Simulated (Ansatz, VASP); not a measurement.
## Si4BW in VASP and in Ansatz

```
Si B W
1.0
     0.00000    3.44340    3.44340
     3.44340    0.00000    3.44340
     3.44340    3.44340    0.00000
Si B W
4 1 1
Direct
  0.87691 0.36928 0.87691
  0.87691 0.87691 0.36928
  0.87691 0.87691 0.87691
  0.36928 0.87691 0.87691
  0.25000 0.25000 0.25000
  0.50000 0.50000 0.50000
```

Change from the starting cell: species swapped into the Be4AlFe type (F-43m, No. 216).

Alike in both runs: task relaxation of cell and atoms; functional PBE; k mesh 4 × 4 × 4; occupations gaussian, width 0.1 eV; no spin polarisation.

|  | VASP | Ansatz |
| --- | --- | --- |
| version | VASP 6.6.1 | Ansatz 0.2.0 |
| potentials or method | VASP PAW PBE potentials, release 64 (Si, B, W_sv), cutoff 600 eV | scalar-relativistic, plane waves, PAW |
| valence electrons in the cell | 33 | 33 |

```tsv
	VASP	Ansatz	Ansatz less VASP
gap on the k mesh at the Fermi level, each at its own relaxed structure (eV)	none	none	-
relaxed volume (Å³/atom)	13.11	13.10	-0.015
relaxed cell length with the largest relative difference (Å)	4.810	4.808	-0.0018
```

A gap of «none» marks a metal or a gap that the smearing closes.

The k mesh is coarse, so the values compare programs but aren't converged. Neither program's run includes spin-orbit coupling.
